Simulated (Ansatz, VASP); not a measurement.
## One calculation of Pt, two programs

```
Pt
1.0
     0.00000    1.97058    1.97058
     1.97058    0.00000    1.97058
     1.97058    1.97058    0.00000
Pt
1
Cartesian
  0.0000 0.0000 0.0000
```

Alike in both runs: task single point; functional r2SCAN; k mesh 14 × 14 × 14; no spin polarisation.

```csv
,VASP,Ansatz
version,VASP 6.6.1,Ansatz 0.2.0
potentials or method,"VASP PAW PBE potentials, release 64 (Pt), cutoff 520 eV","plane waves (500 eV) with PAW, scalar-relativistic"
occupations,"methfessel-paxton of order 1, width 0.1 eV","cold, width 0.1 eV"
valence electrons in the cell,10,18
```

```tsv
	VASP	Ansatz	Ansatz less VASP
pressure (GPa)	0.2	-0.5	-0.72
```

VASP's potentials were made for PBE, not for r2SCAN. VASP's potentials hold 10 valence electrons a cell and Ansatz's 18, so a difference there can come from the potentials and not from the codes.

Neither program's run includes spin-orbit coupling.
